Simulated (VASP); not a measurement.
Here is a VASP 6.6.1 calculation.

File INCAR:

```
SYSTEM = LaS
PREC = Accurate ; ENCUT = 520
EDIFF = 1E-6 ; ISMEAR = 1
SIGMA = 0.1 ; LREAL = .False.
LASPH = .True. ; NELM = 100
ALGO = Normal ; ISIF = 2
LWAVE = .False. ; LCHARG = .True.
GGA = PS ; LELF = .True.
LVHAR = .True. ; NBANDS = 16
```

Contents of KPOINTS:

```
regular mesh
0
Gamma
  9 9 9
  0 0 0
```

File POSCAR:

```
LaS
1.0
    0.0000000000      2.9559820829      2.9559820829
    2.9559820829      0.0000000000      2.9559820829
    2.9559820829      2.9559820829      0.0000000000
La S
1 1
Direct
    0.0000000000      0.0000000000      0.0000000000
    0.5000000000      0.5000000000      0.5000000000
```

Potentials or basis: VASP PAW PBE potentials, release 64 (La, S).

Run with:

```bash
$ cat potpaw_PBE.64/La/POTCAR potpaw_PBE.64/S/POTCAR > POTCAR
$ mpirun -np 1 vasp_std > vasp.out
```

Task: Estimate the pressure.

Result: -4.4 GPa.

Caveat: the PAW data sets were made with another functional, which shifts forces and pressure a little.
